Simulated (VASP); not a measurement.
CdO: single point with BLYP+D3(BJ)

The system is CdO.

```
Cd O
1.0
     0.00000    2.31775    2.31775
     2.31775    0.00000    2.31775
     2.31775    2.31775    0.00000
Cd O
1 1
Direct
  0.00000 0.00000 0.00000
  0.50000 0.50000 0.50000
```

```json
{
 "Program": "VASP 6.6.1",
 "Task": "single point",
 "Functional": "BLYP",
 "Dispersion": "D3(BJ)",
 "Potentials or basis": "VASP PAW PBE potentials, release 64 (Cd_sv_GW, O)",
 "Cutoff": "700 eV",
 "k mesh": "10 × 10 × 10",
 "Occupations": "fermi-dirac, width 0.05 eV",
 "Spin": "no spin polarisation",
 "Dipole correction": "no",
 "Further INCAR settings": "ALGO = Normal; EDIFF = 1e-06; NBANDS = 20"
}
```

```
Pressure                   : 10.7 GPa
Band gap on the k mesh     : zero (bands 13 and 14 overlap by 0.16 eV)
Dispersion energy per atom : -0.675 eV
```

Levels at points of the mesh, in eV from the Fermi level:
```csv
k point,band 11,band 12,band 13,band 14,band 15,band 16
"(0.00, 0.00, 0.00)",-1.67,-1.67,-1.67,-0.32,14.92,17.43
"(0.50, 0.00, 0.00)",-4.06,-0.16,-0.16,4.58,7.45,12.00
"(0.50, 0.50, 0.00)",-4.66,-2.65,-2.65,3.89,8.72,11.67
```

It took 58 s on 1 thread of AMD EPYC 7R43 64-Core Processor (Zen 3), with other jobs on the host, peak memory 0.17 GiB.

Caveat: the cell stands under pressure; semilocal functionals underestimate gaps, and a narrow one can read as zero; the PAW data sets were made with another functional, which shifts forces and pressure a little.
